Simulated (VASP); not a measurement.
# Pt in VASP: notebook

Aim: see how the results for Pt move with the level of theory and the settings. Levels: PBE, PBEsol, PBE0. Tasks: single point.

Everything below comes from runs of VASP 6.6.1. Logs are shortened: lines on timing, memory, paths and dates and some standing lists are left out, and cuts for length are marked.

## (1) The cell of the first run

The typed cell holds 1 atom: a = 2.716 Å, b = 2.768 Å, c = 2.698 Å, α = 110.68°, β = 107.29°, γ = 108.83°.

## (2) Single point, PBE

INCAR

```
SYSTEM = Pt
ALGO = Fast
EDIFF = 1E-6
ENCUT = 520
GGA = PE
ISIF = 2
ISMEAR = 1
LASPH = .True.
LCHARG = .False.
LREAL = .False.
LWAVE = .False.
NBANDS = 11
NELM = 60
PREC = Accurate
SIGMA = 0.1
```

KPOINTS

```
k-points
0
Gamma
  19 19 19
  0 0 0
```

POSCAR

```
Pt
1.0
   -1.5179230000      1.6125670000      1.5726580000
    1.5843750000     -1.5912150000      1.6177570000
    1.5235780000      1.5968700000     -1.5513060000
Pt
1
Direct
   -0.0123120000     -0.0088610000     -0.0124860000
```

Potentials or basis: VASP PAW PBE potentials, release 64 (Pt).

Run with:

```
$ cat potpaw_PBE.64/Pt/POTCAR > POTCAR
$ mpirun -np 1 vasp_std > vasp.out
```

OUTCAR:

```text
SYSTEM = Pt
   EDIFF = 1E-6
   ENCUT = 520
   GGA = PE
   ISIF = 2
   ISMEAR = 1
   LASPH = .True.
   LREAL = .False.
   NELM = 60
   PREC = Accurate

 ion  position               nearest neighbor table
   1  0.988  0.991  0.988-

  LATTYP: Found a triclinic cell.
 ALAT       =     7.8225297115
 B/A-ratio  =     0.3537925244
 C/A-ratio  =     0.5722577407
 COS(alpha) =     0.0032880913
 COS(beta)  =     0.2975531078
 COS(gamma) =     0.9414684175

  Lattice vectors:

 A1 = (   3.1630950000,  -6.3918670000,   3.2141620000)
 A2 = (   1.5843750000,  -1.5912150000,   1.6177570000)
 A3 = (  -3.1136080000,  -3.2150920000,  -0.0878030000)

Analysis of symmetry for initial positions (statically):
=====================================================================
 Subroutine PRICEL returns:
 Original cell was already a primitive cell.

 Routine SETGRP: Setting up the symmetry group for a
 triclinic supercell.

 Subroutine GETGRP returns: Found  2 space group operations
 (whereof  1 operations were pure point group operations)
 out of a pool of  2 trial point group operations.

The static configuration has the point symmetry C_1 .
 The point group associated with its full space group is S_2 .

Analysis of symmetry for dynamics (positions and initial velocities):
=====================================================================
 Subroutine PRICEL returns:
 Original cell was already a primitive cell.

 Routine SETGRP: Setting up the symmetry group for a
 triclinic supercell.

 Subroutine GETGRP returns: Found  2 space group operations
 (whereof  1 operations were pure point group operations)
 out of a pool of  2 trial point group operations.

The dynamic configuration has the point symmetry C_1 .
 The point group associated with its full space group is S_2 .

 Subroutine INISYM returns: Found  2 space group operations
 (whereof  1 operations are pure point group operations),
 and found     1 'primitive' translations

----------------------------------------------------------------------------------------

                                     Primitive cell

  volume of cell :      15.9040

  direct lattice vectors                    reciprocal lattice vectors
    -1.517923000  1.612567000  1.572658000    -0.007223730  0.309521365  0.311517822
     1.584375000 -1.591215000  1.617757000     0.315198289 -0.002597086  0.306891077
[... 89 lines left out ...]
   ISIF   =      2    stress and relaxation
   ISYM   =      2    0-nonsym 1-usesym 2-fastsym
   POTIM  = 0.5000    time-step for ionic-motion
   TEBEG  =    0.0;   TEEND  =   0.0 temperature during run
   PSTRESS=    0.0 pullay stress
   NELECT =      10.0000    total number of electrons
   NUPDOWN=      -1.0000    fix difference up-down
   EMIN   =  10.00;   EMAX   =-10.00  energy-range for DOS
   EFERMI =   0.00;   METHOD = LEGACY
   ISMEAR =     1;   SIGMA  =   0.10  broadening in eV -4-tet -1-fermi 0-gaus
   EFERMI_NEDOS =   21; number of points for ismear=-14 and -15
   IALGO  =     68    algorithm
   IMIX   =      4    mixing-type and parameters
     AMIX     =   0.40;   BMIX     =  1.00
     AMIX_MAG =   1.60;   BMIX_MAG =  1.00
  volume/ion in A,a.u.               =      15.90       107.33
  Fermi-wavevector in a.u.,A,eV,Ry     =   1.402510  2.650360 26.763130  1.967035
  Thomas-Fermi vector in A             =   2.525265
   LORBIT       =      0    0 simple, 1 ext, 2 COOP (PROOUT), +10 PAW based schemes
   GGA     = PE    functional components
   LHFCALC =     F    Hartree Fock is set to
   AEXX    =    0.0000 exact exchange contribution
   IVDW    =     0    specifies the selected vdW correction
   LEPSILON=     F    determine dielectric tensor
   LRPA    =     F    only Hartree local field effects (RPA)
 non-spin polarized calculation
 RMM-DIIS sequential band-by-band and
 Methfessel and Paxton  Order N= 1 SIGMA  =   0.10
  energy-cutoff  :      520.00
  volume of cell :       15.90
 maximum number of plane-waves:       440
   NGX = 11   NGY = 11   NGZ =  9

 number of electron      10.0000000 magnetization

 Free energy of the ion-electron system (eV)
  ---------------------------------------------------
  ext. energy  EPLUGINS =         0.00000000
  ---------------------------------------------------
  free energy    TOTEN  =        -5.98424747 eV

  energy without entropy =       -5.98340420  energy(sigma->0) =       -5.98396638

 E-fermi :  10.0722     XC(G=0): -13.1631

 val. band max:       10.0721387906   @ k =  -0.3684  -0.2105   0.1053
 cond. band min:      10.0724671383   @ k =  -0.0526   0.3684   0.2105
 fundamental gap:      0.0003283477
 Fermi energy:        10.0721633110

 k-point     1 :       0.0000    0.0000    0.0000
  band No.  band energies     occupation
      1       0.6542      2.00000
      2       6.2616      2.00000
      3       6.6855      2.00000
      4       6.9537      2.00000
      5       8.9444      2.00000
      6       9.2785      2.00000
      7      26.8013      0.00000
      8      26.9974      0.00000
      9      27.7553      0.00000
     10      36.7259      0.00000
     11      36.9778      0.00000
[... 309 lines left out ...]
 k-point    24 :      -0.3158    0.0526   -0.0000
  band No.  band energies     occupation
      1       3.1538      2.00000
      2       5.8079      2.00000
      3       6.7309      2.00000
      4       8.6012      2.00000
      5       9.2213      2.00000
      6       9.3000      2.00000
      7      22.3571      0.00000
      8      25.5483      0.00000
      9      29.9704      0.00000
     10      31.3718      0.00000
     11      33.8862      0.00000

 [... further k-points ...]

------------------------ aborting loop because EDIFF is reached ----------------------------------------

  FORCE on cell =-STRESS in cart. coord.  units (eV):
  Direction    XX          YY          ZZ          XY          YZ          ZX
  --------------------------------------------------------------------------------------
  -------------------------------------------------------------------------------------
  Total       -0.2995817      0.0295708     -0.0345473     -0.0101268     -0.1774115     -0.5545642
  in kB      -30.1800043      2.9789770     -3.4803146     -1.0201782    -17.8725185    -55.8670679
  external PRESSURE =     -10.2271140 kB  Pullay stress =       0.0000000 kB

 VOLUME and BASIS-vectors are now :
 -----------------------------------------------------------------------------
  energy-cutoff  :      520.00
  volume of cell :       15.90
      direct lattice vectors                 reciprocal lattice vectors
    -1.517923000  1.612567000  1.572658000    -0.007223730  0.309521365  0.311517822
     1.584375000 -1.591215000  1.617757000     0.315198289 -0.002597086  0.306891077
     1.523578000  1.596870000 -1.551306000     0.321376815  0.311073248 -0.008775714

 POSITION                                       TOTAL-FORCE (eV/Angst)
 -----------------------------------------------------------------------------------
      1.57566      1.59253      1.62478        -0.000000     -0.000000      0.000000
 -----------------------------------------------------------------------------------
    total drift:                                0.000001     -0.000001      0.000001

  FREE ENERGIE OF THE ION-ELECTRON SYSTEM (eV)
  ---------------------------------------------------
  free  energy   TOTEN  =        -5.9842474674 eV

  energy  without entropy=       -5.9834042046  energy(sigma->0) =       -5.98396638
```

stdout:

```text
POSCAR found type information on POSCAR Pt
 POSCAR found :  1 types and       1 ions
 scaLAPACK will be used
 LDA part: xc-table for (Slater+PW92), standard interpolation
 POSCAR, INCAR and KPOINTS ok, starting setup
 FFT: planning ... GRIDC
 FFT: planning ... GRID_SOFT
 FFT: planning ... GRID
 WAVECAR not read
 entering main loop
```

Run time: 9.9 min. Hardware: 1 thread of Intel Xeon 8259CL, shared host; peak memory 0.67 GiB.

What came out:

* Free energy: -5.9842 eV
* Pressure: -1.0 GPa
* Band gap on the k mesh: zero (bands 5 and 6 overlap by 2.29 eV)

Caveat: spin-orbit coupling is left out, which moves the levels of the heavy elements.

(Continued in part 2 of 3.)
